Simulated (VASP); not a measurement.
# ScB2P3 (R-3m) in VASP: single point with PBE

Aim: the single point of ScB2P3 with PBE.

All numbers are computed with VASP 6.6.1; they aren't measurements. Logs are shortened: lines on timing, memory, paths and dates and some standing lists are left out, and cuts for length are marked.

## Step 1: The cell of the first run

Symmetry: R-3m, No. 166, trigonal system. The conventional cell has a = 4.698 Å, b = 4.698 Å, c = 13.857 Å, α = 90.00°, β = 90.00°, γ = 120.00°. Within 3.5 Å of Sc (site symmetry -3m) lie 6 P at 2.68 Å and 6 B at 2.80 Å. B (site symmetry 3m) has 3 P at 2.11 Å and 3 Sc at 2.80 Å within 2.8 Å. P (site symmetry 2/m) has 2 B at 2.11 Å and 4 P at 2.35 Å and 2 Sc at 2.68 Å within 2.8 Å.

The cell was generated, and may not be a known phase.

## Step 2: Single point, PBE, collinear spin

File INCAR:

```
PREC = Accurate ; ENCUT = 500
EDIFF = 1E-6 ; ISMEAR = 0
SIGMA = 0.1 ; LREAL = False
LASPH = True ; NELM = 200
ALGO = Normal ; ISIF = 2
LWAVE = False ; LCHARG = False
ISPIN = 2 ; MAGMOM = 1 0 0 0 0 0
LORBIT = 11 ; LMAXMIX = 4
GGA = PE ; NBANDS = 29
GGA_COMPAT = False
```

File KPOINTS:

```
Automatic mesh
0
Gamma
  6 6 6
```

File POSCAR:

```
ScB2P3
1.0
    2.3488870387      1.3561305641      4.6188378064
   -2.3488870387      1.3561305641      4.6188378064
    0.0000000000     -2.7122611281      4.6188378064
Sc B P
1 2 3
Direct
    0.5000000000      0.5000000000      0.5000000000
    0.2167552733      0.2167552733      0.2167552733
    0.7832447267      0.7832447267      0.7832447267
    0.5000000000      0.0000000000      0.5000000000
    0.0000000000      0.5000000000      0.5000000000
    0.5000000000      0.5000000000      0.0000000000
```

Potentials or basis: VASP PAW PBE potentials, release 64 (Sc_sv, B, P).

On the command line:

```sh
$ cat potpaw_PBE.64/Sc_sv/POTCAR potpaw_PBE.64/B/POTCAR potpaw_PBE.64/P/POTCAR > POTCAR
$ mpirun -np 1 vasp_std > vasp.out
```

OUTCAR:

```text
PREC = Accurate
   ENCUT = 500
   EDIFF = 1E-6
   ISMEAR = 0
   LREAL = False
   LASPH = True
   NELM = 200
   ISIF = 2
   ISPIN = 2
   LORBIT = 11
   GGA = PE

 ion  position               nearest neighbor table
   1  0.500  0.500  0.500-   6 2.68   6 2.68   4 2.68   5 2.68   4 2.68   5 2.68   3 2.80   2 2.80
                             3 2.80   2 2.80   3 2.80   2 2.80
   2  0.217  0.217  0.217-   4 2.11   5 2.11   6 2.11   1 2.80   1 2.80   1 2.80
   3  0.783  0.783  0.783-   4 2.11   5 2.11   6 2.11   1 2.80   1 2.80   1 2.80
   4  0.500  0.000  0.500-   2 2.11   3 2.11   6 2.35   6 2.35   5 2.35   5 2.35   1 2.68   1 2.68

   5  0.000  0.500  0.500-   2 2.11   3 2.11   6 2.35   6 2.35   4 2.35   4 2.35   1 2.68   1 2.68

   6  0.500  0.500  0.000-   2 2.11   3 2.11   4 2.35   5 2.35   4 2.35   5 2.35   1 2.68   1 2.68

  LATTYP: Found a trigonal (rhomboedric) cell.
 ALAT       =     5.3563068535
 COS(alpha) =     0.6153875304

  Lattice vectors:

 A1 = (   2.3488870387,   1.3561305641,   4.6188378064)
 A2 = (  -2.3488870387,   1.3561305641,   4.6188378064)
 A3 = (   0.0000000000,  -2.7122611281,   4.6188378064)

Analysis of symmetry for initial positions (statically):
=====================================================================
 Subroutine PRICEL returns:
 Original cell was already a primitive cell.

 Routine SETGRP: Setting up the symmetry group for a
 trigonal (rhombohedral) supercell.

 Subroutine GETGRP returns: Found 12 space group operations
 (whereof 12 operations were pure point group operations)
 out of a pool of 12 trial point group operations.

The static configuration has the point symmetry D_3d.

Analysis of symmetry for dynamics (positions and initial velocities):
=====================================================================
 Subroutine PRICEL returns:
 Original cell was already a primitive cell.

 Routine SETGRP: Setting up the symmetry group for a
 trigonal (rhombohedral) supercell.

 Subroutine GETGRP returns: Found 12 space group operations
 (whereof 12 operations were pure point group operations)
 out of a pool of 12 trial point group operations.

The dynamic configuration has the point symmetry D_3d.

Analysis of structural, dynamic, and magnetic symmetry:
=====================================================================
 Subroutine PRICEL returns:
 Original cell was already a primitive cell.

 Routine SETGRP: Setting up the symmetry group for a
 trigonal (rhombohedral) supercell.

 Subroutine GETGRP returns: Found 12 space group operations
 (whereof 12 operations were pure point group operations)
 out of a pool of 12 trial point group operations.

The overall configuration has the point symmetry D_3d.

 Subroutine INISYM returns: Found 12 space group operations
 (whereof 12 operations are pure point group operations),
 and found     1 'primitive' translations

----------------------------------------------------------------------------------------

                                     Primitive cell

  volume of cell :      88.2770

  direct lattice vectors                    reciprocal lattice vectors
     2.348887039  1.356130564  4.618837806     0.212866771  0.122898688  0.072168227
    -2.348887039  1.356130564  4.618837806    -0.212866771  0.122898688  0.072168227
     0.000000000 -2.712261128  4.618837806     0.000000000 -0.245797375  0.072168227

  length of vectors
     5.356306854  5.356306854  5.356306853     0.256172994  0.256172994  0.256172994

  position of ions in fractional coordinates (direct lattice)
     0.500000000  0.500000000  0.500000000
     0.216755273  0.216755273  0.216755273
     0.783244727  0.783244727  0.783244727
     0.500000000  0.000000000  0.500000000
     0.000000000  0.500000000  0.500000000
     0.500000000  0.500000000  0.000000000

  ion indices of the primitive-cell ions
   primitive index   ion index
                 1           1
                 2           2
                 3           3
                 4           4
                 5           5
                 6           6

[... 50 lines left out ...]
  0.500000  0.500000  0.166667      6.000000
 -0.333333  0.500000  0.166667     12.000000
 [... further k-points ...]
   k-points           NKPTS =     32   k-points in BZ     NKDIM =     32   number of bands    NBANDS=     29
   number of dos      NEDOS =    301   number of ions     NIONS =      6
   total plane-waves  NPLWV =  64000
   dimension x,y,z NGX =    40 NGY =   40 NGZ =   40
   dimension x,y,z NGXF=    80 NGYF=   80 NGZF=   80
   ions per type =               1   2   3
   NGX,Y,Z   is equivalent  to a cutoff of  12.41, 12.41, 12.41 a.u.
   NGXF,Y,Z  is equivalent  to a cutoff of  24.83, 24.83, 24.83 a.u.
 SYSTEM =  unknown system
   PREC   = accura    normal or accurate (medium, high low for compatibility)
   ISTART =      0    job   : 0-new  1-cont  2-samecut
   ICHARG =      2    charge: 1-file 2-atom 10-const
   ISPIN  =      2    spin polarized calculation?
   LNONCOLLINEAR =      F non collinear calculations
   LSORBIT =      F    spin-orbit coupling
   LASPH  =      T    aspherical Exc in radial PAW
   ENCUT  =  500.0 eV  36.75 Ry    6.06 a.u.   9.77  9.77  9.77*2*pi/ulx,y,z
   NELM   =    200;   NELMIN=  2; NELMDL= -5     # of ELM steps
   EDIFF  = 0.1E-05   stopping-criterion for ELM
   LREAL  =      F    real-space projection
   EDIFFG = 0.1E-04   stopping-criterion for IOM
   NSW    =      0    number of steps for IOM
   IBRION =     -1    ionic relax: 0-MD 1-quasi-New 2-CG
   NFREE  =      0    steps in history (QN), initial steepest desc. (CG)
   ISIF   =      2    stress and relaxation
   ISYM   =      2    0-nonsym 1-usesym 2-fastsym
   POTIM  = 0.5000    time-step for ionic-motion
   TEBEG  =    0.0;   TEEND  =   0.0 temperature during run
   PSTRESS=    0.0 pullay stress
   NELECT =      32.0000    total number of electrons
   NUPDOWN=      -1.0000    fix difference up-down
   EMIN   =  10.00;   EMAX   =-10.00  energy-range for DOS
   EFERMI =   0.00;   METHOD = LEGACY
   ISMEAR =     0;   SIGMA  =   0.10  broadening in eV -4-tet -1-fermi 0-gaus
   EFERMI_NEDOS =   21; number of points for ismear=-14 and -15
   IALGO  =     38    algorithm
   IMIX   =      4    mixing-type and parameters
     AMIX     =   0.40;   BMIX     =  1.00
     AMIX_MAG =   1.60;   BMIX_MAG =  1.00
  volume/ion in A,a.u.               =      14.71        99.29
  Fermi-wavevector in a.u.,A,eV,Ry     =   1.167282  2.205842 18.538567  1.362546
  Thomas-Fermi vector in A             =   2.303784
   LORBIT       =     11    0 simple, 1 ext, 2 COOP (PROOUT), +10 PAW based schemes
   GGA     = PE    functional components
   LHFCALC =     F    Hartree Fock is set to
   AEXX    =    0.0000 exact exchange contribution
   IVDW    =     0    specifies the selected vdW correction
   LEPSILON=     F    determine dielectric tensor
   LRPA    =     F    only Hartree local field effects (RPA)
 spin polarized calculation
 Gauss-broadening in eV      SIGMA  =   0.10
  energy-cutoff  :      500.00
  volume of cell :       88.28
 maximum number of plane-waves:      2279
   NGX = 19   NGY = 19   NGZ = 19

 number of electron      32.0000001 magnetization       0.0000245

 number of electron      32.0000001 magnetization      -0.0000153

 Free energy of the ion-electron system (eV)
  ---------------------------------------------------
  ext. energy  EPLUGINS =         0.00000000
  ---------------------------------------------------
  free energy    TOTEN  =       -32.75355730 eV

  energy without entropy =      -32.73482172  energy(sigma->0) =      -32.74418951

 E-fermi :   6.4010     XC(G=0): -10.5209

 val. band max:        6.4007133305   @ k =   0.5000   0.3333   0.3333
 cond. band min:       6.4398275792   @ k =  -0.3333  -0.3333   0.1667
 fundamental gap:      0.0391142487
 Fermi energy:         6.4009679176

 spin component 1

 k-point     1 :       0.0000    0.0000    0.0000
  band No.  band energies     occupation
      1     -43.0838      1.00000
      2     -21.8486      1.00000
      3     -21.7076      1.00000
      4     -21.7076      1.00000
      5      -9.8472      1.00000
      6      -4.3218      1.00000
[... 733 lines left out ...]
     27      13.2923      0.00000
     28      13.4597      0.00000

 [... further k-points ...]

 spin component 2

 k-point     1 :       0.0000    0.0000    0.0000
  band No.  band energies     occupation
      1     -43.0839      1.00000
      2     -21.8487      1.00000
      3     -21.7077      1.00000
      4     -21.7077      1.00000
      5      -9.8472      1.00000
      6      -4.3218      1.00000
[... 733 lines left out ...]
     27      13.2923      0.00000
     28      13.4597      0.00000

 [... further k-points ...]

 [bands above 28 left out]

------------------------ aborting loop because EDIFF is reached ----------------------------------------

  FORCE on cell =-STRESS in cart. coord.  units (eV):
  Direction    XX          YY          ZZ          XY          YZ          ZX
  --------------------------------------------------------------------------------------
  -------------------------------------------------------------------------------------
  Total       -0.1129290     -0.1129290      0.0585513      0.0000000      0.0000000      0.0000000
  in kB       -2.0495970     -2.0495970      1.0626735      0.0000000      0.0000000      0.0000000
  external PRESSURE =      -1.0121735 kB  Pullay stress =       0.0000000 kB

 VOLUME and BASIS-vectors are now :
 -----------------------------------------------------------------------------
  energy-cutoff  :      500.00
  volume of cell :       88.28
      direct lattice vectors                 reciprocal lattice vectors
     2.348887039  1.356130564  4.618837806     0.212866771  0.122898688  0.072168227
    -2.348887039  1.356130564  4.618837806    -0.212866771  0.122898688  0.072168227
     0.000000000 -2.712261128  4.618837806     0.000000000 -0.245797375  0.072168227

 POSITION                                       TOTAL-FORCE (eV/Angst)
 -----------------------------------------------------------------------------------
      0.00000      0.00000      6.92826        -0.000000     -0.000000     -0.000000
      0.00000      0.00000      3.00347         0.000000      0.000000      0.012884
      0.00000      0.00000     10.85304         0.000000     -0.000000     -0.012884
      1.17444     -0.67807      4.61884         0.000000     -0.000000      0.000000
     -1.17444     -0.67807      4.61884         0.000000     -0.000000     -0.000000
      0.00000      1.35613      4.61884         0.000000     -0.000000      0.000000
 -----------------------------------------------------------------------------------
    total drift:                                0.000000      0.000000     -0.000000

  FREE ENERGIE OF THE ION-ELECTRON SYSTEM (eV)
  ---------------------------------------------------
  free  energy   TOTEN  =       -32.7535573040 eV

  energy  without entropy=      -32.7348217230  energy(sigma->0) =      -32.74418951

 total charge

# of ion       s       p       d       tot
------------------------------------------
    1        2.168   6.141   1.142   9.450
    2        0.741   0.871   0.000   1.612
    3        0.741   0.871   0.000   1.612
    4        1.038   1.422   0.000   2.460
    5        1.038   1.422   0.000   2.460
    6        1.038   1.422   0.000   2.460
--------------------------------------------------
tot          6.762  12.148   1.142  20.052

 magnetization (x)

# of ion       s       p       d       tot
------------------------------------------
    1        0.000   0.000  -0.000  -0.000
    2        0.000   0.000   0.000   0.000
    3        0.000   0.000   0.000   0.000
    4       -0.000  -0.000   0.000  -0.000
    5       -0.000  -0.000   0.000  -0.000
    6       -0.000  -0.000   0.000  -0.000
--------------------------------------------------
tot         -0.000   0.000  -0.000  -0.000
```

Wall time 5.6 min (1 thread of Intel Xeon 8259CL, shared host); peak memory 0.35 GiB.

Results:

```yaml
Free_energy: -32.7536 eV
Pressure: -0.1 GPa
Largest_force: 0.013 eV/Å
Band_gap_on_the_k_mesh: zero (filled and empty bands overlap)
Net_moment: 0.00 μB per cell
Valence_electrons_inside_the_program's_atomic_spheres: Sc 9.45; B 1.61; P 2.46
```

Forces on the atoms (eV/Å):
```
Sc   0.000  0.000  0.000
B    0.000  0.000  0.013
B    0.000  0.000 -0.013
P    0.000  0.000  0.000
P    0.000  0.000  0.000
P    0.000  0.000  0.000
```

The gap in the log of VASP goes by the Fermi energy; the results here count the filled bands.